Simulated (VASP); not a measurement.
A run of VASP 6.6.1 is set up as follows.

File INCAR:

```
  PREC = Accurate
  ENCUT = 520
  EDIFF = 1E-6
  ISMEAR = 0
  SIGMA = 0.1
  LREAL = F
  LASPH = T
  NELM = 60
  ALGO = Normal
  ISIF = 2
  LWAVE = F
  LCHARG = F
  GGA = PE
  NBANDS = 18
```

The input KPOINTS:

```
regular mesh
0
Gamma
  6 6 6
```

Contents of POSCAR:

```
Re2Br
1.0
    0.0000000000      2.9509888718      2.9509888718
    2.9509888718      0.0000000000      2.9509888718
    2.9509888718      2.9509888718      0.0000000000
Re Br
2 1
Direct
    0.2500000000      0.2500000000      0.2500000000
    0.7500000000      0.7500000000      0.7500000000
    0.0000000000      0.0000000000      0.0000000000
```

Potentials or basis: VASP PAW PBE potentials, release 64 (Re, Br).

The run is started by

```console
$ cat potpaw_PBE.64/Re/POTCAR potpaw_PBE.64/Br/POTCAR > POTCAR
$ mpirun -np 1 vasp_std > vasp.out
```

Q: Predict the pressure.

A: 0.5 GPa.

Q: Predict the band gap on the k mesh.

A: Zero (an odd number of electrons rules out a gap without spin polarisation).

Caveat: spin-orbit coupling is left out, which moves the levels of the heavy elements.
